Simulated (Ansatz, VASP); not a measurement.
## Two plane-wave programs on HfBe2Si2

```
Hf Be Si
1.0
     3.91732    0.00000    0.00000
     0.00000    3.91732    0.00000
     0.00000    0.00000    4.31516
Hf Be Si
1 2 2
Direct
  0.00000 0.00000 0.50000
  0.50000 0.50000 0.50000
  0.00000 0.00000 0.00000
  0.00000 0.50000 0.50000
  0.50000 0.00000 0.50000
```

Alike in both runs: task relaxation of cell and atoms; functional PBE; k mesh 4 × 4 × 4; occupations gaussian, width 0.1 eV; no spin polarisation.

```csv
,VASP,Ansatz
version,VASP 6.6.1,Ansatz 0.2.0
potentials or method,"VASP PAW PBE potentials, release 64 (Hf_pv, Be, Si), cutoff 600 eV","scalar-relativistic, plane waves, PAW"
valence electrons in the cell,22,38
```

```tsv
	VASP	Ansatz	Ansatz less VASP
gap on the k mesh at the Fermi level, each at its own relaxed structure (eV)	none	none	-
relaxed volume (Å³/atom)	25.40	25.39	-0.009
relaxed cell length with the largest relative difference (Å)	5.080	5.077	-0.0036
```

A gap of «none» marks a metal or a gap that the smearing closes. VASP's potentials hold 22 valence electrons a cell and Ansatz's 38, so a difference there can come from the potentials and not from the codes.

The k mesh is coarse, so the values compare programs but aren't converged. Spin-orbit coupling is off throughout. Noted on VASP's run: the volume moved by over 15 % at a fixed basis, so the end points are rough.
